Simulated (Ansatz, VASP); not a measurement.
Two plane-wave programs on Ga4AsP3

File INCAR:

```
SYSTEM = Ga4AsP3
PREC = Accurate ; ENCUT = 520
EDIFF = 1E-6 ; ISMEAR = 0
SIGMA = 0.1 ; LREAL = .False.
LASPH = .True. ; NELM = 60
ALGO = Normal ; ISIF = 2
LWAVE = .False. ; LCHARG = .False.
GGA = PE ; NBANDS = 46
```

The input KPOINTS:

```
regular mesh
0
Gamma
  4 4 4
  0 0 0
```

The input POSCAR:

```
Ga4AsP3
1.0
    3.9342940000      0.0000000000      0.0000000000
    0.0000000000      3.9349580000      5.5642020000
    0.0000000000     -3.9349580000      5.5642020000
Ga P As
4 3 1
Direct
    0.0000000000      0.9950690000      0.9950690000
    0.5000000000      0.5072610000      0.9971260000
    0.5000000000      0.9971260000      0.5072610000
    0.0000000000      0.5002930000      0.5002930000
    0.0000000000      0.6248730000      0.1251410000
    0.0000000000      0.1251410000      0.6248730000
    0.5000000000      0.6250480000      0.6250480000
    0.5000000000      0.1251890000      0.1251890000
```

Input for Ansatz:

```yaml
crystal:
  lattice:
    - [3.934294, 0.0, 0.0]
    - [0.0, 3.934958, 5.564202]
    - [0.0, -3.934958, 5.564202]
  atoms:
    - { symbol: Ga, position: [0.0, 0.995069, 0.995069] }
    - { symbol: Ga, position: [0.5, 0.507261, 0.997126] }
    - { symbol: Ga, position: [0.5, 0.997126, 0.507261] }
    - { symbol: Ga, position: [0.0, 0.500293, 0.500293] }
    - { symbol: P, position: [0.0, 0.624873, 0.125141] }
    - { symbol: P, position: [0.0, 0.125141, 0.624873] }
    - { symbol: P, position: [0.5, 0.625048, 0.625048] }
    - { symbol: As, position: [0.5, 0.125189, 0.125189] }
basis:
  ecutwfc: 420
kpoints:
  mp_grid: { grid: [4, 4, 4] }
hamiltonian:
  xc: pbe
scf:
  occupations: { method: gaussian, width: 0.1 }
  lower_state_search: "off"
output:
  forces: true
  stress: true
  eigenvalues: true
```

Alike in both runs: task single point; functional PBE; k mesh 4 × 4 × 4; occupations gaussian, width 0.1 eV; no spin polarisation.

|  | VASP | Ansatz |
| --- | --- | --- |
| version | VASP 6.6.1 | Ansatz 0.2.0 |
| potentials or method | VASP PAW PBE potentials, release 64 (Ga_d, P, As), cutoff 520 eV | scalar-relativistic, plane waves, PAW |
| valence electrons in the cell | 72 | 82 |

Ansatz gave:

```
gap on the k mesh at the Fermi level (eV)                     : 1.10
least direct gap on the mesh (eV)                             : 1.10
pressure (GPa)                                                : 0.1
traceless stress, the component that is largest in VASP (GPa) : 0.47
rms of the force components (eV/Å)                            : 0.002
```

Question: What did VASP give for the same quantities?

Answer: gap on the k mesh at the Fermi level (eV): 1.09; least direct gap on the mesh (eV): 1.09; pressure (GPa): 0.1; traceless stress, the component that is largest in VASP (GPa): 0.47; rms of the force components (eV/Å): 0.005.

Atom by atom the forces differ by 0.005 eV/Å (rms over components). VASP's potentials hold 72 valence electrons a cell and Ansatz's 82, so a difference there can come from the potentials and not from the codes.
